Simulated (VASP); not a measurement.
Input of a VASP 6.6.1 run:

The input INCAR:

```
SYSTEM = Cs2BaP2
PREC = Accurate ; ENCUT = 600
EDIFF = 1E-7 ; ISMEAR = 0
SIGMA = 0.1 ; LREAL = .False.
LASPH = .True. ; NELM = 60
ALGO = Normal ; ISIF = 3
LWAVE = .False. ; LCHARG = .False.
GGA = PE ; IBRION = 2
NSW = 90 ; EDIFFG = -0.04
```

File KPOINTS:

```
Automatic mesh
0
Gamma
  6 6 2
  0 0 0
```

The input POSCAR:

```
Cs2BaP2
1.0
    5.1506685276      0.0000000000      0.0000000000
   -2.5753342638      4.4606097914      0.0000000000
    0.0000000000      0.0000000000      8.2581573254
Cs Ba P
2 1 2
Direct
    0.3333333333      0.6666666667      0.3694400000
    0.6666666667      0.3333333333      0.6305600000
    0.0000000000      0.0000000000      0.0000000000
    0.3333333333      0.6666666667      0.7679300000
    0.6666666667      0.3333333333      0.2320700000
```

Potentials or basis: VASP PAW PBE potentials, release 64 (Cs_sv, Ba_sv, P).

The run is started by

```console
$ cat potpaw_PBE.64/Cs_sv/POTCAR potpaw_PBE.64/Ba_sv/POTCAR potpaw_PBE.64/P/POTCAR > POTCAR
$ mpirun -np 1 vasp_std > vasp.out
```

Predict the relaxed cell.

a = 5.385 Å, b = 5.385 Å, c = 8.507 Å, α = 90.00°, β = 90.00°, γ = 120.00°.

Predict the space group after relaxing (to 0.1 Å).

P-3m1 (No. 164).

What does it give for the band gap on the k mesh?

Zero (bands 19 and 20 overlap by 0.12 eV).

Forces on the atoms (eV/Å):
```
Cs   0.000  0.000 -0.016
Cs   0.000  0.000  0.016
Ba   0.000  0.000  0.000
P    0.000  0.000 -0.002
P    0.000  0.000  0.002
```

Caveat: the k points lie up to 0.37 Å⁻¹ apart in the final cell; spin-orbit coupling is left out, which moves the levels of the heavy elements.
